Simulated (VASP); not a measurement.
# Co (P6_3/mmc) in VASP: relaxation of cell and atoms with PBE

Aim: the relaxation of cell and atoms of Co with PBE.

Program: VASP 6.6.1. These are calculated values, not measurements. Logs are shortened: lines on timing, memory, paths and dates and some standing lists are left out, and cuts for length are marked.

## (1) The cell of the first run

Symmetry: P6_3/mmc, No. 194, hexagonal system. Conventional cell: a = 2.508 Å, b = 2.508 Å, c = 4.060 Å, α = 90.00°, β = 90.00°, γ = 120.00°. Within 3.3 Å of Co (site symmetry -6m2) lie 12 Co at 2.49 to 2.51 Å.

## (2) Relaxation of cell and atoms, PBE, collinear spin, ferromagnetic start, target pressure -2 GPa, at which the enthalpy is minimised

The input, INCAR:

```
SYSTEM = Co
ALGO     = Normal         ! electronic algorithm
EDIFF    = 1E-6           ! SCF threshold, eV
EDIFFG   = -0.008         ! ionic threshold
ENCUT    = 600            ! plane-wave cutoff, eV
GGA      = PE             ! functional
IBRION   = 2              ! ionic algorithm
ISIF     = 3              ! what is computed and relaxed
ISMEAR   = 0              ! smearing method
ISPIN    = 2              ! spin polarisation
LASPH    = .TRUE.         ! aspherical terms in the spheres
LCHARG   = .FALSE.        ! write CHGCAR
LMAXMIX  = 4              ! l up to which the mixer works
LORBIT   = 11             ! projections on sites
LREAL    = .FALSE.        ! projectors in reciprocal space
LWAVE    = .FALSE.        ! write WAVECAR
MAGMOM   = 1.84 1.84      ! initial moments
NELM     = 150            ! most SCF steps
NSW      = 70             ! ionic steps
PREC     = Accurate       ! precision mode
PSTRESS  = -20.0        
SIGMA    = 0.1            ! smearing width, eV
```

The input, KPOINTS:

```
k-points
0
G
  18 18 10
  0 0 0
```

The input, POSCAR:

```
Co
1.0
    2.5081583883      0.0000000000      0.0000000000
   -1.2540791941      2.1721288810      0.0000000000
    0.0000000000      0.0000000000      4.0596634801
Co
2
Direct
    0.6666666667      0.3333333333      0.2499980500
    0.3333333333      0.6666666667      0.7500019500
```

Potentials or basis: VASP PAW PBE potentials, release 64 (Co).

The run is started by

```console
$ cat potpaw_PBE.64/Co/POTCAR > POTCAR
$ mpirun -np 1 vasp_std > vasp.out
```

OUTCAR:

```text
SYSTEM = Co
   EDIFF = 1E-6
   EDIFFG = -0.008
   ENCUT = 600
   GGA = PE
   IBRION = 2
   ISIF = 3
   ISMEAR = 0
   ISPIN = 2
   LASPH = .TRUE.
   LORBIT = 11
   LREAL = .FALSE.
   NELM = 150
   NSW = 70
   PREC = Accurate
   PSTRESS = -20.0

 ion  position               nearest neighbor table
   1  0.667  0.333  0.250-   2 2.49   2 2.49   2 2.49   2 2.49   2 2.49   2 2.49
   2  0.333  0.667  0.750-   1 2.49   1 2.49   1 2.49   1 2.49   1 2.49   1 2.49

  LATTYP: Found a hexagonal cell.
 ALAT       =     2.5081583883
 C/A-ratio  =     1.6185833794

  Lattice vectors:

 A1 = (   2.5081583883,   0.0000000000,   0.0000000000)
 A2 = (  -1.2540791941,   2.1721288810,   0.0000000000)
 A3 = (   0.0000000000,   0.0000000000,   4.0596634801)

Analysis of symmetry for initial positions (statically):
=====================================================================
 Subroutine PRICEL returns:
 Original cell was already a primitive cell.

 Routine SETGRP: Setting up the symmetry group for a
 hexagonal supercell.

 Subroutine GETGRP returns: Found 24 space group operations
 (whereof 12 operations were pure point group operations)
 out of a pool of 24 trial point group operations.

The static configuration has the point symmetry D_3d.
 The point group associated with its full space group is D_6h.

Analysis of symmetry for dynamics (positions and initial velocities):
=====================================================================
 Subroutine PRICEL returns:
 Original cell was already a primitive cell.

 Routine SETGRP: Setting up the symmetry group for a
 hexagonal supercell.

 Subroutine GETGRP returns: Found 24 space group operations
 (whereof 12 operations were pure point group operations)
 out of a pool of 24 trial point group operations.

The dynamic configuration has the point symmetry D_3d.
 The point group associated with its full space group is D_6h.

Analysis of structural, dynamic, and magnetic symmetry:
=====================================================================
 Subroutine PRICEL returns:
 Original cell was already a primitive cell.

 Routine SETGRP: Setting up the symmetry group for a
 hexagonal supercell.

 Subroutine GETGRP returns: Found 24 space group operations
 (whereof 12 operations were pure point group operations)
 out of a pool of 24 trial point group operations.

The overall configuration has the point symmetry D_3d.
 The point group associated with its full space group is D_6h.

 Subroutine INISYM returns: Found 24 space group operations
 (whereof 12 operations are pure point group operations),
 and found     1 'primitive' translations

----------------------------------------------------------------------------------------

                                     Primitive cell

  volume of cell :      22.1172

  direct lattice vectors                    reciprocal lattice vectors
     2.508158388  0.000000000  0.000000000     0.398698904  0.230188919  0.000000000
    -1.254079194  2.172128881  0.000000000     0.000000000  0.460377839  0.000000000
     0.000000000  0.000000000  4.059663480     0.000000000  0.000000000  0.246325836

  length of vectors
     2.508158388  2.508158388  4.059663480     0.460377839  0.460377839  0.246325836

  position of ions in fractional coordinates (direct lattice)
     0.666666667  0.333333333  0.249998050
     0.333333333  0.666666667  0.750001950

  ion indices of the primitive-cell ions
   primitive index   ion index
                 1           1
                 2           2

----------------------------------------------------------------------------------------

 KPOINTS: k-points

Automatic generation of k-mesh.
 Grid dimensions read from file:
 generate k-points for:   18   18   10

 Generating k-lattice:

  Cartesian coordinates                     Fractional coordinates (reciprocal lattice)
     0.022149939  0.012788273  0.000000000     0.055555556  0.000000000  0.000000000
     0.000000000  0.025576547  0.000000000     0.000000000  0.055555556  0.000000000
     0.000000000  0.000000000  0.024632584     0.000000000  0.000000000  0.100000000

  Length of vectors
     0.025576547  0.025576547  0.024632584

  Shift w.r.t. Gamma in fractional coordinates (k-lattice)
     0.000000000  0.000000000  0.000000000

 Subroutine IBZKPT returns following result:
 ===========================================

 Found    222 irreducible k-points:

 Following reciprocal coordinates:
            Coordinates               Weight
  0.000000  0.000000  0.000000      1.000000
  0.055556 -0.000000  0.000000      6.000000
  0.111111 -0.000000  0.000000      6.000000
  0.166667 -0.000000  0.000000      6.000000
  0.222222 -0.000000  0.000000      6.000000
  0.277778 -0.000000  0.000000      6.000000
[... 16 lines left out ...]
  0.333333  0.111111  0.000000     12.000000
  0.388889  0.111111  0.000000     12.000000
 [... further k-points ...]
   k-points           NKPTS =    222   k-points in BZ     NKDIM =    222   number of bands    NBANDS=     15
   number of dos      NEDOS =    301   number of ions     NIONS =      2
   total plane-waves  NPLWV =  12800
   dimension x,y,z NGX =    20 NGY =   20 NGZ =   32
   dimension x,y,z NGXF=    40 NGYF=   40 NGZF=   64
   ions per type =               2
   NGX,Y,Z   is equivalent  to a cutoff of  13.26, 13.26, 13.10 a.u.
   NGXF,Y,Z  is equivalent  to a cutoff of  26.51, 26.51, 26.21 a.u.
 SYSTEM =  Co
   PREC   = accura    normal or accurate (medium, high low for compatibility)
   ISTART =      0    job   : 0-new  1-cont  2-samecut
   ICHARG =      2    charge: 1-file 2-atom 10-const
   ISPIN  =      2    spin polarized calculation?
   LNONCOLLINEAR =      F non collinear calculations
   LSORBIT =      F    spin-orbit coupling
   LASPH  =      T    aspherical Exc in radial PAW
   ENCUT  =  600.0 eV  44.10 Ry    6.64 a.u.   5.01  5.01  8.11*2*pi/ulx,y,z
   NELM   =    150;   NELMIN=  2; NELMDL= -5     # of ELM steps
   EDIFF  = 0.1E-05   stopping-criterion for ELM
   LREAL  =      F    real-space projection
   EDIFFG = -.8E-02   stopping-criterion for IOM
   NSW    =     70    number of steps for IOM
   IBRION =      2    ionic relax: 0-MD 1-quasi-New 2-CG
   NFREE  =      1    steps in history (QN), initial steepest desc. (CG)
   ISIF   =      3    stress and relaxation
   ISYM   =      2    0-nonsym 1-usesym 2-fastsym
   POTIM  = 0.5000    time-step for ionic-motion
   TEBEG  =    0.0;   TEEND  =   0.0 temperature during run
   PSTRESS=  -20.0 pullay stress
   NELECT =      18.0000    total number of electrons
   NUPDOWN=      -1.0000    fix difference up-down
   EMIN   =  10.00;   EMAX   =-10.00  energy-range for DOS
   EFERMI =   0.00;   METHOD = LEGACY
   ISMEAR =     0;   SIGMA  =   0.10  broadening in eV -4-tet -1-fermi 0-gaus
   EFERMI_NEDOS =   21; number of points for ismear=-14 and -15
   IALGO  =     38    algorithm
   IMIX   =      4    mixing-type and parameters
     AMIX     =   0.40;   BMIX     =  1.00
     AMIX_MAG =   1.60;   BMIX_MAG =  1.00
  volume/ion in A,a.u.               =      11.06        74.63
  Fermi-wavevector in a.u.,A,eV,Ry     =   1.528465  2.888380 31.785998  2.336205
  Thomas-Fermi vector in A             =   2.636220
   LORBIT       =     11    0 simple, 1 ext, 2 COOP (PROOUT), +10 PAW based schemes
   GGA     = PE    functional components
   LHFCALC =     F    Hartree Fock is set to
   AEXX    =    0.0000 exact exchange contribution
   IVDW    =     0    specifies the selected vdW correction
   LEPSILON=     F    determine dielectric tensor
   LRPA    =     F    only Hartree local field effects (RPA)
 conjugate gradient relaxation of ions
 spin polarized calculation
 Gauss-broadening in eV      SIGMA  =   0.10
  energy-cutoff  :      600.00
  volume of cell :       22.12
 maximum number of plane-waves:       764
 NGX is ok and might be reduce to    20
   NGX =  9   NGY =  9   NGZ = 17

--------------------------------------- Ionic step        1  -------------------------------------------

 number of electron      17.9999996 magnetization       3.2038894

 Free energy of the ion-electron system (eV)
  ---------------------------------------------------
  ext. energy  EPLUGINS =         0.00000000
  ---------------------------------------------------
  free energy    TOTEN  =       -14.06856605 eV

  energy without entropy =      -14.05998629  energy(sigma->0) =      -14.06427617

 E-fermi :   9.9909     XC(G=0): -13.2913

 val. band max:        9.9850403254   @ k =   0.2222   0.1111   0.0000
 cond. band min:       9.9948731268   @ k =   0.1667   0.1667   0.2000
 fundamental gap:      0.0098328014
 Fermi energy:         9.9909384624

 spin component 1

 k-point     1 :       0.0000    0.0000    0.0000
  band No.  band energies     occupation
      1       1.1974      1.00000
      2       4.9556      1.00000
      3       7.4087      1.00000
      4       7.4320      1.00000
      5       7.4320      1.00000
      6       7.7325      1.00000
      7       7.7325      1.00000
      8       8.0675      1.00000
      9       8.0675      1.00000
     10       9.1311      1.00000
     11       9.1311      1.00000
     12       9.9222      0.83447
     13      16.1668      0.00000
     14      31.8192      0.00000
     15      34.1995      0.00000
[... 917 lines left out ...]
  FREE ENERGIE OF THE ION-ELECTRON SYSTEM (eV)
  ---------------------------------------------------
  free  energy   TOTEN  =       -14.0757883878 eV

  energy  without entropy=      -14.0673627305  energy(sigma->0) =      -14.07157556

  enthalpy is  TOTEN    =       -14.3445207367 eV   P V=       -0.2687323489

--------------------------------------- Ionic step        3  -------------------------------------------

 number of electron      17.9999994 magnetization       3.1929031

 Free energy of the ion-electron system (eV)
  ---------------------------------------------------
  ext. energy  EPLUGINS =         0.00000000
  ---------------------------------------------------
  free energy    TOTEN  =       -14.07475768 eV

  energy without entropy =      -14.06630603  energy(sigma->0) =      -14.07053186

 E-fermi :  10.1747     XC(G=0): -13.3702

 val. band max:       10.1656011903   @ k =   0.2222   0.1111   0.0000
 cond. band min:      10.1748615761   @ k =   0.1667   0.1667   0.2000
 fundamental gap:      0.0092603858
 Fermi energy:        10.1747257357

 spin component 1

 k-point     1 :       0.0000    0.0000    0.0000
  band No.  band energies     occupation
      1       1.3061      1.00000
      2       5.0799      1.00000
      3       7.5764      1.00000
      4       7.5998      1.00000
      5       7.5998      1.00000
      6       7.9073      1.00000
      7       7.9073      1.00000
      8       8.2500      1.00000
      9       8.2500      1.00000
     10       9.3362      1.00000
     11       9.3362      1.00000
     12      10.1021      0.84792
     13      16.4725      0.00000
     14      32.1191      0.00000
     15      34.6306      0.00000
[... 872 lines left out ...]
 POSITION                                       TOTAL-FORCE (eV/Angst)
 -----------------------------------------------------------------------------------
      1.24852      0.72083      1.01033        -0.000000      0.000000     -0.000000
     -0.00000      1.44167      3.03102         0.000000     -0.000000      0.000000
 -----------------------------------------------------------------------------------
    total drift:                               -0.000081     -0.000140      0.000242

  FREE ENERGIE OF THE ION-ELECTRON SYSTEM (eV)
  ---------------------------------------------------
  free  energy   TOTEN  =       -14.0747576778 eV

  energy  without entropy=      -14.0663060331  energy(sigma->0) =      -14.07053186

  enthalpy is  TOTEN    =       -14.3471706294 eV   P V=       -0.2724129515

 reached required accuracy - stopping structural energy minimisation

 total charge

# of ion       s       p       d       tot
------------------------------------------
    1        0.486   0.516   7.260   8.262
    2        0.486   0.516   7.260   8.262
--------------------------------------------------
tot          0.972   1.031  14.521  16.524

 magnetization (x)

# of ion       s       p       d       tot
------------------------------------------
    1       -0.015  -0.056   1.690   1.619
    2       -0.015  -0.056   1.690   1.619
--------------------------------------------------
tot         -0.031  -0.112   3.380   3.238
```

It took 7.5 min on 1 thread of Oxide Virtual Turin-like, shared host; peak memory 0.22 GiB.

What came out:

```yaml
Free_energy: -14.0748 eV
Relaxed_volume: 10.91 Å³/atom
Relaxed_cell: a = 2.497 Å, b = 2.497 Å, c = 4.041 Å, α = 90.00°, β = 90.00°, γ = 120.00°
Space_group_after_relaxing_to_0.1_Å: P6_3/mmc (No. 194)
Energy_change_on_relaxing_the_run_minimises_the_enthalpy: -3.1 meV/atom
Ionic_steps: 3
Pressure_after_relaxing: -2.0 GPa
Net_moment: 3.19 μB per cell
Site_moments: Co +1.62 μB
Valence_electrons_inside_the_program's_atomic_spheres: Co 8.26
```

Stress tensor (GPa, compression positive):
```
-1.95  0.00  0.00
 0.00 -1.95  0.00
 0.00  0.00 -2.05
```

Step by step:
```
step  energy change (eV)  largest force (eV/Å)  pressure (GPa)  volume (Å³)
   1              0.0000                0.0000           -4.69        22.12
   2             -0.0072                0.0000            0.93        21.53
   3             -0.0062                0.0000           -1.98        21.82
```

Final structure:
```
CELL_PARAMETERS angstrom
2.49704 0.00000 0.00000
-1.24852 2.16250 0.00000
0.00000 0.00000 4.04135
ATOMIC_POSITIONS crystal
Co 0.66667 0.33333 0.25000
Co 0.33333 0.66667 0.75000
```

Caveat: the cell is relaxed towards a set pressure, so the run minimises the enthalpy, not the energy.
